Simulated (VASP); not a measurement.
# GeS: single point with PBE

GeS:

```xyz
8
Lattice="10.6753 0.0000 0.0000 0.0000 3.7124 0.0000 0.0000 0.0000 4.3813" Properties=species:S:1:pos:R:3 pbc="T T T"
Ge    6.6682    0.9281    1.6180
Ge    9.3449    2.7843    3.8087
Ge    1.3305    0.9281    0.5726
Ge    4.0072    2.7843    2.7633
S     9.0524    0.9281    2.2021
S     6.9606    2.7843    0.0114
S     3.7147    0.9281    4.3698
S     1.6229    2.7843    2.1792
```

```
Program                : VASP 6.6.1
Task                   : single point
Functional             : PBE
Potentials or basis    : VASP PAW PBE potentials, release 64 (Ge_d, S)
Cutoff                 : 500 eV
k mesh                 : 5 × 12 × 10
Occupations            : fermi-dirac, width 0.02 eV
Spin                   : no spin polarisation
Dipole correction      : no
Further INCAR settings : ALGO = Normal; EDIFF = 1e-06; NBANDS = 50
```

```json
{
  "Pressure": "-0.1 GPa",
  "Largest force": "0.022 eV/Å",
  "Band gap on the k mesh": "1.30 eV"
}
```

Forces on the atoms (eV/Å):
```
Ge   0.005  0.000 -0.010
Ge  -0.005  0.000 -0.010
Ge   0.005  0.000  0.010
Ge  -0.005  0.000  0.010
S    0.018  0.000  0.013
S   -0.018  0.000  0.013
S    0.018  0.000 -0.013
S   -0.018  0.000 -0.013
```

Stress tensor (GPa, compression positive):
```
 0.26  0.00  0.00
 0.00 -0.61  0.00
 0.00  0.00  0.03
```

Levels at points of the mesh, in eV from the valence-band top:
```
           k point  band 36  band 37  band 38  band 39  band 40  band 41  band 42  band 43  band 44  band 45
(0.00, 0.00, 0.00)    -1.85    -1.58    -0.77    -0.69     0.00     1.30     2.65     2.75     2.94     3.17
(0.00, 0.50, 0.00)    -2.11    -1.38    -1.38    -1.04    -1.04     1.60     1.60     1.71     1.71     2.53
(0.00, 0.00, 0.50)    -1.58    -0.92    -0.92    -0.28    -0.28     1.71     1.71     2.52     2.52     2.94
(0.00, 0.50, 0.50)    -3.38    -1.95    -1.95    -1.21    -1.21     3.21     3.21     3.33     3.33     4.88
```

It took 17 min on 1 thread of Oxide Virtual Turin-like Processor (shared host), peak memory 0.74 GiB.

A k mesh can miss the band edges.
